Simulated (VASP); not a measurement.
Wanted: the native input for a VASP 6.6.1 run.

```yaml
Task: relaxation of cell and atoms
Functional: PBE
Potentials_or_basis: VASP PAW PBE potentials, release 64 (Zn, C)
Cutoff: 600 eV
k_mesh: 3 × 3 × 4
Occupations: gaussian, width 0.1 eV
Spin: no spin polarisation
Dipole_correction: no
Further_INCAR_settings: ALGO = Normal; EDIFF = 1e-06; IBRION = 2; EDIFFG = -0.04; NSW = 90; ISIF = 3
```

The structure of Zn3C lies in POSCAR:

```
Zn3C
1.0
    6.0679273100      0.0000000000      0.0000000000
   -3.0339636500      5.2549792000      0.0000000000
    0.0000000000      0.0000000000      4.7492761000
Zn C
6 2
Direct
    0.3331942900      0.1665971400      0.7500000000
    0.8334028600      0.1665971400      0.7500000000
    0.8334028600      0.6668057100      0.7500000000
    0.6668057100      0.8334028600      0.2500000000
    0.1665971400      0.8334028600      0.2500000000
    0.1665971400      0.3331942900      0.2500000000
    0.6666666700      0.3333333300      0.2500000000
    0.3333333300      0.6666666700      0.7500000000
```

The cell was generated, and may not be a known phase.

One way to write it, as run:

INCAR

```
ALGO = Normal
EDIFF = 1E-6
EDIFFG = -0.04
ENCUT = 600
GGA = PE
IBRION = 2
ISIF = 3
ISMEAR = 0
LASPH = True
LCHARG = False
LREAL = False
LWAVE = False
NELM = 80
NSW = 90
PREC = Accurate
SIGMA = 0.1
```

KPOINTS

```
k-points
0
Gamma
  3 3 4
```

Potentials or basis: VASP PAW PBE potentials, release 64 (Zn, C).

Command:

```console
$ cat potpaw_PBE.64/Zn/POTCAR potpaw_PBE.64/C/POTCAR > POTCAR
$ mpirun -np 1 vasp_std > vasp.out
```

Results of the run:

| Property | Result |
| --- | --- |
| Relaxed volume | 12.96 Å³/atom |
| Relaxed cell | a = 5.430 Å, b = 5.430 Å, c = 4.060 Å, α = 90.00°, β = 90.00°, γ = 120.00° |
| Space group after relaxing (to 0.1 Å) | P6_3/mmc (No. 194) |
| Energy gained by relaxing | 427.7 meV/atom |
| Ionic steps | 12 |
| Pressure after relaxing | 0.0 GPa |
| Largest force after relaxing | 0.010 eV/Å |
| Band gap on the k mesh | zero (bands 40 and 41 overlap by 0.98 eV) |

Caveat: the k points lie up to 0.45 Å⁻¹ apart in the final cell, too coarse for converged energies and pressures of a metal; the volume moved by over 15 % at a fixed basis, so the end points are rough.

It took 5.7 min on 1 thread of Intel(R) Xeon(R) 6975P-C (Granite Rapids), with other jobs on the host, peak memory 0.33 GiB.
